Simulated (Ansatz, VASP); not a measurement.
## Bi in VASP and in Ansatz

```
CELL_PARAMETERS angstrom
-1.59697 2.18481 2.09663
1.59697 -2.18481 2.09663
1.59697 2.18481 -2.09663
ATOMIC_POSITIONS crystal
Bi 0.00000 0.00000 0.00000
```

Change from the starting cell: strain +e along x and -e along y -0.1500, strain +e along z and -e/2 along x and y +0.0700.

Alike in both runs: task single point; functional PBE; dispersion D3(BJ); k mesh 16 × 16 × 16; occupations gaussian, width 0.15 eV; no spin polarisation.

|  | VASP | Ansatz |
| --- | --- | --- |
| version | VASP 6.6.1 | Ansatz 0.2.0 |
| potentials or method | VASP PAW PBE potentials, release 64 (Bi_d), cutoff 520 eV | scalar-relativistic, plane waves, PAW |
| valence electrons in the cell | 15 | 15 |

|  | VASP | Ansatz | Ansatz less VASP |
| --- | --- | --- | --- |
| gap on the k mesh at the Fermi level (eV) | none | none | - |
| pressure (GPa) | 4.1 | 4.1 | +0.06 |
| traceless stress, the component that is largest in VASP (GPa) | 4.78 | 4.78 | -0.003 |

A gap of «none» marks a metal or a gap that the smearing closes.

Spin-orbit coupling is off throughout.
